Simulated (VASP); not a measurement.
# CsPbCl3 (R-3m) in VASP: notebook, part 2 of 2

VASP 6.6.1.

### 3 Single point, LDA

This run uses another cell than the first one, of the same volume but with other edges.

File INCAR:

```
SYSTEM = CsPbCl3
PREC = Accurate
ENCUT = 520
EDIFF = 1E-7
ISMEAR = 0
SIGMA = 0.05
LREAL = .False.
LASPH = .True.
NELM = 60
ALGO = Normal
ISIF = 2
LWAVE = .False.
LCHARG = .True.
GGA = CA
LELF = .True.
LVHAR = .True.
NBANDS = 30
```

File KPOINTS:

```
Automatic mesh
0
Gamma
  6 6 6
  0 0 0
```

File POSCAR:

```
CsPbCl3
1.0
    5.9315885975      1.4828971494      1.4828971494
    1.4828971494      5.9315885975      1.4828971494
    1.4828971494      1.4828971494      5.9315885975
Cs Pb Cl
1 1 3
Direct
    0.0000000000      0.0000000000      0.0000000000
    0.5000000000      0.5000000000      0.5000000000
    0.0000000000      0.5000000000      0.5000000000
    0.5000000000      0.0000000000      0.5000000000
    0.5000000000      0.5000000000      0.0000000000
```

Potentials or basis: VASP PAW LDA potentials, release 64 (Cs_sv, Pb_d, Cl).

Launch:

```sh
> cat potpaw_LDA.64/Cs_sv/POTCAR potpaw_LDA.64/Pb_d/POTCAR potpaw_LDA.64/Cl/POTCAR > POTCAR
> mpirun -np 1 vasp_std > vasp.out
```

OUTCAR:

```text
SYSTEM = CsPbCl3
   PREC = Accurate
   ENCUT = 520
   EDIFF = 1E-7
   ISMEAR = 0
   LREAL = .False.
   LASPH = .True.
   NELM = 60
   ISIF = 2
   GGA = CA

 ion  position               nearest neighbor table
   1  0.000  0.000  0.000-
   2  0.500  0.500  0.500-   3 3.15   4 3.15   4 3.15   3 3.15   5 3.15   5 3.15
   3  0.000  0.500  0.500-   2 3.15   2 3.15
   4  0.500  0.000  0.500-   2 3.15   2 3.15
   5  0.500  0.500  0.000-   2 3.15   2 3.15

  LATTYP: Found a face centered cubic cell.
 ALAT       =     8.8973828963

  Lattice vectors:

 A1 = (   5.9315885975,   1.4828971494,   1.4828971494)
 A2 = (   1.4828971494,   5.9315885975,   1.4828971494)
 A3 = (   1.4828971494,   1.4828971494,   5.9315885975)

Analysis of symmetry for initial positions (statically):
=====================================================================
 Subroutine PRICEL returns:
 Original cell was already a primitive cell.

 Routine SETGRP: Setting up the symmetry group for a
 face centered cubic supercell.

 Subroutine GETGRP returns: Found 12 space group operations
 (whereof 12 operations were pure point group operations)
 out of a pool of 48 trial point group operations.

The static configuration has the point symmetry D_3d.

Analysis of symmetry for dynamics (positions and initial velocities):
=====================================================================
 Subroutine PRICEL returns:
 Original cell was already a primitive cell.

 Routine SETGRP: Setting up the symmetry group for a
 face centered cubic supercell.

 Subroutine GETGRP returns: Found 12 space group operations
 (whereof 12 operations were pure point group operations)
 out of a pool of 48 trial point group operations.

The dynamic configuration has the point symmetry D_3d.

 Subroutine INISYM returns: Found 12 space group operations
 (whereof 12 operations are pure point group operations),
 and found     1 'primitive' translations

[... 113 lines left out ...]
   EMIN   =  10.00;   EMAX   =-10.00  energy-range for DOS
   EFERMI =   0.00;   METHOD = LEGACY
   ISMEAR =     0;   SIGMA  =   0.05  broadening in eV -4-tet -1-fermi 0-gaus
   EFERMI_NEDOS =   21; number of points for ismear=-14 and -15
   IALGO  =     38    algorithm
   IMIX   =      4    mixing-type and parameters
     AMIX     =   0.40;   BMIX     =  1.00
     AMIX_MAG =   1.60;   BMIX_MAG =  1.00
  volume/ion in A,a.u.               =      35.22       237.66
  Fermi-wavevector in a.u.,A,eV,Ry     =   1.031138  1.948568 14.466333  1.063245
  Thomas-Fermi vector in A             =   2.165271
   LORBIT       =      0    0 simple, 1 ext, 2 COOP (PROOUT), +10 PAW based schemes
   GGA     = CA    functional components
   LHFCALC =     F    Hartree Fock is set to
   AEXX    =    0.0000 exact exchange contribution
   IVDW    =     0    specifies the selected vdW correction
   LEPSILON=     F    determine dielectric tensor
   LRPA    =     F    only Hartree local field effects (RPA)
 non-spin polarized calculation
 Gauss-broadening in eV      SIGMA  =   0.05
  energy-cutoff  :      520.00
  volume of cell :      176.09
 maximum number of plane-waves:      4769
   NGX = 23   NGY = 23   NGZ = 23

 number of electron      43.9999996 magnetization

 Free energy of the ion-electron system (eV)
  ---------------------------------------------------
  ext. energy  EPLUGINS =         0.00000000
  ---------------------------------------------------
  free energy    TOTEN  =       -16.40025079 eV

  energy without entropy =      -16.40025078  energy(sigma->0) =      -16.40025079

 E-fermi :   1.7251     XC(G=0):  -8.1354

 val. band max:        1.5475150762   @ k =   0.5000   0.5000   0.5000
 cond. band min:       1.8967495797   @ k =   0.5000   0.5000   0.5000
 fundamental gap:      0.3492345036
 Fermi energy:         1.7251027691

 k-point     1 :       0.0000    0.0000    0.0000
  band No.  band energies     occupation
      1     -18.7377      2.00000
      2     -16.5304      2.00000
      3     -16.5304      2.00000
      4     -16.3920      2.00000
      5     -16.3920      2.00000
      6     -16.3459      2.00000
[... 781 lines left out ...]
     29       8.0902      0.00000
     30       9.0425      0.00000

 [... further k-points ...]
[... 5 lines left out ...]
  --------------------------------------------------------------------------------------
  -------------------------------------------------------------------------------------
  Total        0.3483024      0.3483024      0.3483024     -6.2772652     -6.2772652     -6.2772652
  in kB        3.1691313      3.1691313      3.1691313    -57.1155294    -57.1155294    -57.1155294
  external PRESSURE =       3.1691313 kB  Pullay stress =       0.0000000 kB

 VOLUME and BASIS-vectors are now :
 -----------------------------------------------------------------------------
  energy-cutoff  :      520.00
  volume of cell :      176.09
      direct lattice vectors                 reciprocal lattice vectors
     5.931588598  1.482897149  1.482897149     0.187321001 -0.037464200 -0.037464200
     1.482897149  5.931588598  1.482897149    -0.037464200  0.187321001 -0.037464200
     1.482897149  1.482897149  5.931588598    -0.037464200 -0.037464200  0.187321001

 POSITION                                       TOTAL-FORCE (eV/Angst)
 -----------------------------------------------------------------------------------
      0.00000      0.00000      0.00000         0.000000      0.000000      0.000000
      4.44869      4.44869      4.44869        -0.000000     -0.000000     -0.000000
      1.48290      3.70724      3.70724        -0.000000      0.000000      0.000000
      3.70724      1.48290      3.70724        -0.000000      0.000000     -0.000000
      3.70724      3.70724      1.48290         0.000000      0.000000      0.000000
 -----------------------------------------------------------------------------------
    total drift:                               -0.000000     -0.000000     -0.000000

  FREE ENERGIE OF THE ION-ELECTRON SYSTEM (eV)
  ---------------------------------------------------
  free  energy   TOTEN  =       -16.4002507879 eV

  energy  without entropy=      -16.4002507838  energy(sigma->0) =      -16.40025079
```

OSZICAR:

```text
N       E                     dE             d eps       ncg     rms          rms(c)
DAV:   1     0.411904274545E+03    0.41190E+03   -0.19439E+04  1920   0.134E+03
DAV:   2     0.372909491574E+02   -0.37461E+03   -0.35312E+03  2214   0.314E+02
DAV:   3    -0.170605701240E+02   -0.54352E+02   -0.52612E+02  2520   0.124E+02
DAV:   4    -0.192134354478E+02   -0.21529E+01   -0.21491E+01  2328   0.301E+01
DAV:   5    -0.193051816811E+02   -0.91746E-01   -0.91726E-01  2582   0.593E+00    0.623E+00
DAV:   6    -0.169177552431E+02    0.23874E+01   -0.35544E+00  2772   0.218E+01    0.406E+00
DAV:   7    -0.164566252070E+02    0.46113E+00   -0.21653E+00  2534   0.671E+00    0.200E+00
DAV:   8    -0.164315350444E+02    0.25090E-01   -0.46880E-01  2264   0.370E+00    0.589E-01
DAV:   9    -0.163990542228E+02    0.32481E-01   -0.17838E-01  2764   0.190E+00    0.385E-01
DAV:  10    -0.164033514211E+02   -0.42972E-02   -0.16116E-02  2240   0.477E-01    0.268E-01
DAV:  11    -0.164001579142E+02    0.31935E-02   -0.19908E-02  2758   0.650E-01    0.511E-02
DAV:  12    -0.164002405377E+02   -0.82624E-04   -0.12522E-03  2220   0.182E-01    0.304E-02
DAV:  13    -0.164002481621E+02   -0.76244E-05   -0.57810E-05  2458   0.537E-02    0.806E-03
DAV:  14    -0.164002512163E+02   -0.30542E-05   -0.77350E-06  2258   0.119E-02    0.437E-03
DAV:  15    -0.164002507441E+02    0.47221E-06   -0.33489E-06  2306   0.104E-02    0.850E-04
DAV:  16    -0.164002507879E+02   -0.43876E-07   -0.24618E-07  2006   0.228E-03
   1 F= -.16400251E+02 E0= -.16400251E+02  d E =-.410992E-08
```

Wall time 5.7 min (1 thread of Oxide Virtual Turin-like, shared host); peak memory 0.33 GiB.

Results:

- Free energy: -16.4003 eV
- Pressure: 0.3 GPa
- Band gap on the k mesh: 0.35 eV, direct

Stress tensor (GPa, compression positive):
```
 0.32 -5.71 -5.71
-5.71  0.32 -5.71
-5.71 -5.71  0.32
```

Caveat: spin-orbit coupling is left out, which moves the levels of the heavy elements.

### 4 Single point, LDA

This run uses another cell than the first one, of the same volume but with other edges.

File INCAR:

```
PREC = Accurate
ENCUT = 520
EDIFF = 1E-7
ISMEAR = 0
SIGMA = 0.05
LREAL = F
LASPH = T
NELM = 80
ALGO = Normal
ISIF = 2
LWAVE = F
LCHARG = F
NBANDS = 30
```

File KPOINTS:

```
regular mesh
0
Gamma
  6 6 6
```

Edit POSCAR of step 3 so:

```diff
@@ -2,5 +2,5 @@
 1.0
-    5.9315885975      1.4828971494      1.4828971494
-    1.4828971494      5.9315885975      1.4828971494
-    1.4828971494      1.4828971494      5.9315885975
+    5.6755009867     -0.6073414340     -0.6073414340
+   -0.6073414340      5.6755009867     -0.6073414340
+   -0.6073414340     -0.6073414340      5.6755009867
 Cs Pb Cl
```

Launch:

```sh
> cat potpaw_LDA.64/Cs_sv/POTCAR potpaw_LDA.64/Pb_d/POTCAR potpaw_LDA.64/Cl/POTCAR > POTCAR
> mpirun -np 1 vasp_std > vasp.out
```

Wall time 5.4 min (1 thread of Oxide Virtual Turin-like, shared host); peak memory 0.32 GiB.

Results (log left out):

| Quantity | Value |
| --- | --- |
| Free energy | -18.9197 eV |
| Pressure | -1.9 GPa |
| Band gap on the k mesh | 1.03 eV, direct |

Stress tensor (GPa, compression positive):
```
-1.86  1.47  1.47
 1.47 -1.86  1.47
 1.47  1.47 -1.86
```

Levels at points of the mesh, in eV from the valence-band top:
| k point | band 20 | band 21 | band 22 | band 23 | band 24 | band 25 |
| --- | --- | --- | --- | --- | --- | --- |
| (0.00, 0.00, 0.00) | -1.38 | -1.25 | -1.25 | 3.75 | 4.42 | 4.42 |
| (0.50, 0.00, 0.00) | -1.92 | -1.34 | -1.31 | 2.36 | 4.72 | 5.08 |
| (0.50, 0.50, 0.00) | -1.95 | -1.19 | -0.64 | 2.21 | 2.79 | 5.03 |
| (0.50, 0.50, 0.50) | -1.19 | -1.15 | 0.00 | 1.03 | 2.36 | 2.36 |

Caveat: spin-orbit coupling is left out, which moves the levels of the heavy elements. A k mesh can miss the band edges.

### 5 The runs side by side

| cell | gap on the mesh (eV) | pressure (GPa) |
| --- | --- | --- |
| a = 6.116 Å, angles 109.5°, 5 atoms | 0.19 | -2.0 |
| a = 6.291 Å, angles 60.0°, 5 atoms | 0.35 | 0.3 |
| a = 5.740 Å, angles 101.4°, 5 atoms | 1.03 | -1.9 |

Alike in all rows: task single point; level LDA; potentials or basis VASP PAW LDA potentials, release 64 (Cs_sv, Pb_d, Cl); no spin polarisation; k mesh 6 × 6 × 6; cutoff (eV) 520; smearing gaussian 0.05 eV.

Caveats: spin-orbit coupling is left out, which moves the levels of the heavy elements.

Total energies depend on the potentials used, so only differences within one code and one set of settings carry meaning.
